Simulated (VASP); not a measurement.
# MnSi30 (a cell with a defect) in VASP: single point with PBE

Aim: the single point of MnSi30 (a cell with a defect) with PBE.

Everything below comes from runs of VASP 6.6.1. Logs are shortened: lines on timing, memory, paths and dates and some standing lists are left out, and cuts for length are marked.

## Step 1: The cell of the first run

The cell holds a defect, 31 atoms: a = 9.474 Å, b = 9.474 Å, c = 9.474 Å, α = 109.47°, β = 109.47°, γ = 109.47°.

## Step 2: Single point, PBE, collinear spin, ferromagnetic start

Contents of INCAR:

```
PREC     = Accurate       # precision mode
ENCUT    = 520            # plane-wave cutoff, eV
EDIFF    = 1E-7           # SCF threshold, eV
ISMEAR   = 0              # smearing method
SIGMA    = 0.02           # smearing width, eV
LREAL    = Auto         
LASPH    = True           # aspherical terms in the spheres
NELM     = 150            # most SCF steps
ALGO     = Normal         # electronic algorithm
ISIF     = 2              # what is computed and relaxed
LWAVE    = False          # write WAVECAR
LCHARG   = True           # write CHGCAR
ISPIN    = 2              # spin polarisation
MAGMOM   = 3.78 0 0 0 0 0 0 0 0 0 0 0 0 0 0 0 0 0 0 0 0 0 0 0 0 0 0 0 0 0 0 # initial moments
LORBIT   = 11             # projections on sites
LMAXMIX  = 4              # l up to which the mixer works
GGA      = PE             # functional
LELF     = True           # ELF
LVHAR    = True         
NBANDS   = 92             # bands
```

Contents of KPOINTS:

```
Automatic mesh
0
Gamma
  2 2 2
  0.5 0.5 0.5
```

Contents of POSCAR:

```
MnSi30
1.0
   -5.4700936587      5.4700936587     -5.4700936587
    5.4700936587      5.4700936587      5.4700936587
    5.4700936587     -5.4700936587     -5.4700936587
Mn Si
1 30
Direct
    0.3736752289      0.3736752289      0.8736751687
    0.0006714693      0.4962165494      0.7504796547
    0.4962165494      0.2504796235      0.5006715005
    0.7467640876      0.7467640876      0.7453543311
    0.2504796235      0.4962165494      0.5006715005
    0.4962165494      0.0006714693      0.7504796547
    0.0049438824      0.7608026955      0.5049439136
    0.7467640876      0.2453542999      0.2467640564
    0.4915917657      0.4915917657      0.2192099578
    0.7608026955      0.0049438824      0.5049439136
    0.0006714693      0.2504796235     -0.0037834818
    0.2453542999      0.7467640876      0.2467640564
    0.0049438824      0.0049438824      0.2608026643
    0.7192099890      0.4915917657     -0.0084082655
    0.4915917657      0.7192099890     -0.0084082655
    0.2504796235      0.0006714693     -0.0037834818
    0.2556748727      0.2556748727      0.5280529330
    0.0005819827      0.5019745861      0.5005820139
    0.4968563922      0.2511068522      0.2466709136
    0.7423398489      0.7423398489      0.4864669905
    0.2511068522      0.4968563922      0.2466709136
    0.5019745861      0.0005819827      0.5005820139
   -0.0135330407      0.7423398489      0.2423398177
    0.7466709447      0.2511068522     -0.0031436390
    0.7423398489     -0.0135330407      0.2423398177
    0.0280529932      0.2556749641      0.7556749039
    0.2511068522      0.7466709447     -0.0031436390
    0.0005819827      0.0005819827      0.0019745549
    0.7466709447      0.4968563922      0.7511068834
    0.4968563922      0.7466709447      0.7511068834
    0.2556749641      0.0280529932      0.7556749039
```

Potentials or basis: VASP PAW PBE potentials, release 64 (Mn_pv, Si).

Command:

```sh
$ cat potpaw_PBE.64/Mn_pv/POTCAR potpaw_PBE.64/Si/POTCAR > POTCAR
$ mpirun -np 1 vasp_std > vasp.out
```

OUTCAR:

```text
PREC = Accurate
   ENCUT = 520
   EDIFF = 1E-7
   ISMEAR = 0
   LREAL = Auto
   LASPH = True
   NELM = 150
   ISIF = 2
   ISPIN = 2
   LORBIT = 11
   GGA = PE

 ion  position               nearest neighbor table
   1  0.374  0.374  0.874-  14 2.74  15 2.74   9 2.74  17 2.74  26 2.74  31 2.74
   2  0.001  0.496  0.750-  27 2.36  18 2.39  26 2.39  29 2.41
   3  0.496  0.250  0.501-  29 2.36  22 2.39  17 2.39  19 2.41
   4  0.747  0.747  0.745-  29 2.39  30 2.39  28 2.41  20 2.43
   5  0.250  0.496  0.501-  30 2.36  18 2.39  17 2.39  21 2.41
   6  0.496  0.001  0.750-  24 2.36  22 2.39  31 2.39  30 2.41
   7  0.005  0.761  0.505-  20 2.38  23 2.38  18 2.43  31 2.43
[... 22 lines left out ...]
  30  0.497  0.747  0.751-   5 2.36   4 2.39  15 2.39   6 2.41
  31  0.256  0.028  0.756-   6 2.39  16 2.39   7 2.43   1 2.74

  LATTYP: Found a body centered cubic cell.
 ALAT       =    10.9401873174

  Lattice vectors:

 A1 = (  -5.4700936587,   5.4700936587,  -5.4700936587)
 A2 = (   5.4700936587,   5.4700936587,   5.4700936587)
 A3 = (   5.4700936587,  -5.4700936587,  -5.4700936587)

Analysis of symmetry for initial positions (statically):
=====================================================================
 Subroutine PRICEL returns:
 Original cell was already a primitive cell.

 Routine SETGRP: Setting up the symmetry group for a
 body centered cubic supercell.

 Subroutine GETGRP returns: Found  6 space group operations
 (whereof  2 operations were pure point group operations)
 out of a pool of 48 trial point group operations.

The static configuration has the point symmetry C_1h.
 The point group associated with its full space group is C_3v.

Analysis of symmetry for dynamics (positions and initial velocities):
=====================================================================
 Subroutine PRICEL returns:
 Original cell was already a primitive cell.

 Routine SETGRP: Setting up the symmetry group for a
 body centered cubic supercell.

 Subroutine GETGRP returns: Found  6 space group operations
 (whereof  2 operations were pure point group operations)
 out of a pool of 48 trial point group operations.

The dynamic configuration has the point symmetry C_1h.
 The point group associated with its full space group is C_3v.

Analysis of structural, dynamic, and magnetic symmetry:
=====================================================================
 Subroutine PRICEL returns:
 Original cell was already a primitive cell.

 Routine SETGRP: Setting up the symmetry group for a
 body centered cubic supercell.

 Subroutine GETGRP returns: Found  6 space group operations
 (whereof  2 operations were pure point group operations)
 out of a pool of 48 trial point group operations.

The overall configuration has the point symmetry C_1h.
 The point group associated with its full space group is C_3v.

 Subroutine INISYM returns: Found  6 space group operations
 (whereof  2 operations are pure point group operations),
 and found     1 'primitive' translations

----------------------------------------------------------------------------------------

                                     Primitive cell

  volume of cell :     654.7029

  direct lattice vectors                    reciprocal lattice vectors
    -5.470093659  5.470093659 -5.470093659     0.000000000  0.091406113 -0.091406113
     5.470093659  5.470093659  5.470093659     0.091406113  0.091406113  0.000000000
     5.470093659 -5.470093659 -5.470093659     0.091406113  0.000000000 -0.091406113

  length of vectors
     9.474480139  9.474480139  9.474480139     0.129267765  0.129267765  0.129267765

  position of ions in fractional coordinates (direct lattice)
     0.373675229  0.373675229  0.873675169
     0.000671469  0.496216549  0.750479655
     0.496216549  0.250479623  0.500671500
     0.746764088  0.746764088  0.745354331
     0.250479623  0.496216549  0.500671500
     0.496216549  0.000671469  0.750479655
[... 23 lines left out ...]
     0.496856392  0.746670945  0.751106883
     0.255674964  0.028052993  0.755674904

  ion indices of the primitive-cell ions
   primitive index   ion index
                 1           1
                 2           2
                 3           3
                 4           4
[... 58 lines left out ...]
   k-points           NKPTS =      2   k-points in BZ     NKDIM =      2   number of bands    NBANDS=     92
   number of dos      NEDOS =    301   number of ions     NIONS =     31
   total plane-waves  NPLWV = 343000
   dimension x,y,z NGX =    70 NGY =   70 NGZ =   70
   dimension x,y,z NGXF=   140 NGYF=  140 NGZF=  140
   ions per type =               1  30
   NGX,Y,Z   is equivalent  to a cutoff of  12.28, 12.28, 12.28 a.u.
   NGXF,Y,Z  is equivalent  to a cutoff of  24.57, 24.57, 24.57 a.u.
 SYSTEM =  unknown system
   PREC   = accura    normal or accurate (medium, high low for compatibility)
   ISTART =      0    job   : 0-new  1-cont  2-samecut
   ICHARG =      2    charge: 1-file 2-atom 10-const
   ISPIN  =      2    spin polarized calculation?
   LNONCOLLINEAR =      F non collinear calculations
   LSORBIT =      F    spin-orbit coupling
   LASPH  =      T    aspherical Exc in radial PAW
   ENCUT  =  520.0 eV  38.22 Ry    6.18 a.u.  17.62 17.62 17.62*2*pi/ulx,y,z
   NELM   =    150;   NELMIN=  2; NELMDL= -5     # of ELM steps
   EDIFF  = 0.1E-06   stopping-criterion for ELM
   LREAL  =      T    real-space projection
   EDIFFG = 0.1E-05   stopping-criterion for IOM
   NSW    =      0    number of steps for IOM
   IBRION =     -1    ionic relax: 0-MD 1-quasi-New 2-CG
   NFREE  =      0    steps in history (QN), initial steepest desc. (CG)
   ISIF   =      2    stress and relaxation
   ISYM   =      2    0-nonsym 1-usesym 2-fastsym
   POTIM  = 0.5000    time-step for ionic-motion
   TEBEG  =    0.0;   TEEND  =   0.0 temperature during run
   PSTRESS=    0.0 pullay stress
   NELECT =     133.0000    total number of electrons
   NUPDOWN=      -1.0000    fix difference up-down
   EMIN   =  10.00;   EMAX   =-10.00  energy-range for DOS
   EFERMI =   0.00;   METHOD = LEGACY
   ISMEAR =     0;   SIGMA  =   0.02  broadening in eV -4-tet -1-fermi 0-gaus
   EFERMI_NEDOS =   21; number of points for ismear=-14 and -15
   IALGO  =     38    algorithm
   IMIX   =      4    mixing-type and parameters
     AMIX     =   0.40;   BMIX     =  1.00
     AMIX_MAG =   1.60;   BMIX_MAG =  1.00
  volume/ion in A,a.u.               =      21.12       142.52
  Fermi-wavevector in a.u.,A,eV,Ry     =   0.962374  1.818623 12.601226  0.926164
  Thomas-Fermi vector in A             =   2.091828
   LORBIT       =     11    0 simple, 1 ext, 2 COOP (PROOUT), +10 PAW based schemes
   GGA     = PE    functional components
   LHFCALC =     F    Hartree Fock is set to
   AEXX    =    0.0000 exact exchange contribution
   IVDW    =     0    specifies the selected vdW correction
   LEPSILON=     F    determine dielectric tensor
   LRPA    =     F    only Hartree local field effects (RPA)
 spin polarized calculation
 Gauss-broadening in eV      SIGMA  =   0.02
  energy-cutoff  :      520.00
  volume of cell :      654.70
 maximum number of plane-waves:     17628
 NGX is ok and might be reduce to    70
   NGX = 35   NGY = 35   NGZ = 35

 number of electron     133.0000007 magnetization       3.5002011

 Free energy of the ion-electron system (eV)
  ---------------------------------------------------
  ext. energy  EPLUGINS =         0.00000000
  ---------------------------------------------------
  free energy    TOTEN  =      -167.81437680 eV

  energy without entropy =     -167.81052024  energy(sigma->0) =     -167.81244852

 E-fermi :   5.0098     XC(G=0):  -9.2757

 val. band max:        5.0036755584   @ k =  -0.2500   0.2500   0.2500
 cond. band min:       5.0961788248   @ k =  -0.2500   0.2500   0.2500
 fundamental gap:      0.0925032664
 Fermi energy:         5.0097669623

 spin component 1

 k-point     1 :       0.2500    0.2500    0.2500
  band No.  band energies     occupation
      1     -44.8072      1.00000
      2     -44.8072      1.00000
      3     -44.5874      1.00000
      4      -5.5779      1.00000
      5      -5.5779      1.00000
      6      -5.5207      1.00000
[... 151 lines left out ...]
     77       7.5022      0.00000
     78       7.5988      0.00000
 Fermi energy:         5.0097669623

 spin component 2

 k-point     1 :       0.2500    0.2500    0.2500
  band No.  band energies     occupation
      1     -41.1275      1.00000
      2     -41.1123      1.00000
      3     -41.1123      1.00000
      4      -5.5767      1.00000
      5      -5.5767      1.00000
      6      -5.5225      1.00000
[... 151 lines left out ...]
     77       7.6254      0.00000
     78       7.6361      0.00000
 [bands above 78 left out]

------------------------ aborting loop because EDIFF is reached ----------------------------------------

  FORCE on cell =-STRESS in cart. coord.  units (eV):
  Direction    XX          YY          ZZ          XY          YZ          ZX
  --------------------------------------------------------------------------------------
  -------------------------------------------------------------------------------------
  Total      -15.5590523    -15.5590523    -15.5590523     -0.7867071      0.7867071      0.7867071
  in kB      -38.0758358    -38.0758358    -38.0758358     -1.9252156      1.9252156      1.9252156
  external PRESSURE =     -38.0758358 kB  Pullay stress =       0.0000000 kB

 VOLUME and BASIS-vectors are now :
 -----------------------------------------------------------------------------
  energy-cutoff  :      520.00
  volume of cell :      654.70
      direct lattice vectors                 reciprocal lattice vectors
    -5.470093659  5.470093659 -5.470093659     0.000000000  0.091406113 -0.091406113
     5.470093659  5.470093659  5.470093659     0.091406113  0.091406113  0.000000000
     5.470093659 -5.470093659 -5.470093659     0.091406113  0.000000000 -0.091406113

 POSITION                                       TOTAL-FORCE (eV/Angst)
 -----------------------------------------------------------------------------------
      4.77909     -0.69101     -4.77909        -0.001053     -0.001053      0.001053
      6.81587     -1.38717     -1.39452         0.000061      0.000484     -0.001585
      1.39452      1.34578     -4.08292         0.001585      0.000061     -0.000484
      4.07716      4.09258     -4.07716        -0.003038     -0.003618      0.003038
      4.08292      1.34578     -1.39452         0.000484      0.000061     -0.001585
      1.39452     -1.38717     -6.81587         0.001585      0.000484     -0.000061
[... 23 lines left out ...]
      5.47513      2.69359     -2.74212         0.001329     -0.001815     -0.000556
      2.88850     -2.58159     -5.37873        -0.006066     -0.006066     -0.005436
 -----------------------------------------------------------------------------------
    total drift:                                0.006149      0.007058     -0.006149

  FREE ENERGIE OF THE ION-ELECTRON SYSTEM (eV)
  ---------------------------------------------------
  free  energy   TOTEN  =      -167.8143768009 eV

  energy  without entropy=     -167.8105202429  energy(sigma->0) =     -167.81244852

 total charge

# of ion       s       p       d       tot
------------------------------------------
    1        0.266   6.179   4.929  11.374
    2        0.758   0.901   0.000   1.659
    3        0.758   0.901   0.000   1.659
    4        0.756   0.893   0.000   1.649
    5        0.758   0.901   0.000   1.659
    6        0.758   0.901   0.000   1.659
[... 23 lines left out ...]
   30        0.758   0.901   0.000   1.659
   31        0.772   0.842   0.000   1.614
--------------------------------------------------
tot         23.060  32.766   4.929  60.755

 magnetization (x)

# of ion       s       p       d       tot
------------------------------------------
    1        0.040   0.040   3.344   3.423
    2        0.000   0.004   0.000   0.004
    3        0.000   0.004   0.000   0.004
    4       -0.001  -0.001   0.000  -0.002
    5        0.000   0.004   0.000   0.004
    6        0.000   0.004   0.000   0.004
[... 23 lines left out ...]
   30        0.000   0.004   0.000   0.004
   31       -0.007  -0.021   0.000  -0.028
--------------------------------------------------
tot         -0.005  -0.045   3.344   3.295
```

Run time: 21 min. Hardware: 1 thread of Oxide Virtual Turin-like, shared host; peak memory 0.95 GiB.

Results:

| Property | Result |
| --- | --- |
| Free energy | -167.8144 eV |
| Pressure | -3.8 GPa |
| Largest force | 0.011 eV/Å |
| Net moment | 3.50 μB per cell |
| Site moments | Mn +3.42; Si +0.00, -0.00, -0.03 (each value once) μB |
| Valence electrons inside the program's atomic spheres | Mn 11.37; Si 1.66, 1.65, 1.61 (each value once) |

Forces in eV/Å, atoms in the order of the input:
```
Mn  -0.001 -0.001  0.001
Si   0.000  0.000 -0.002
Si   0.002  0.000  0.000
Si  -0.003 -0.004  0.003
Si   0.000  0.000 -0.002
Si   0.002  0.000  0.000
Si   0.002  0.002  0.000
Si  -0.003 -0.003  0.004
Si   0.007 -0.003 -0.007
Si   0.000  0.002 -0.002
Si   0.000  0.002  0.000
Si  -0.004 -0.003  0.003
Si   0.002  0.000 -0.002
Si  -0.003  0.007 -0.007
Si   0.007  0.007  0.003
Si   0.000  0.002  0.000
Si  -0.006  0.005  0.006
Si  -0.001 -0.001  0.000
Si   0.001  0.001  0.002
Si  -0.001  0.000  0.001
Si  -0.002  0.001 -0.001
Si   0.000 -0.001  0.001
Si   0.000 -0.001  0.001
Si   0.001  0.001  0.002
Si  -0.001 -0.001  0.000
Si   0.005 -0.006  0.006
Si  -0.002  0.001 -0.001
Si  -0.001  0.000  0.001
Si   0.001 -0.002 -0.001
Si   0.001 -0.002 -0.001
Si  -0.006 -0.006 -0.005
```

Stress tensor (GPa, compression positive):
```
-3.81 -0.19  0.19
-0.19 -3.81  0.19
 0.19  0.19 -3.81
```

Caveat: the k points lie up to 0.41 Å⁻¹ apart.
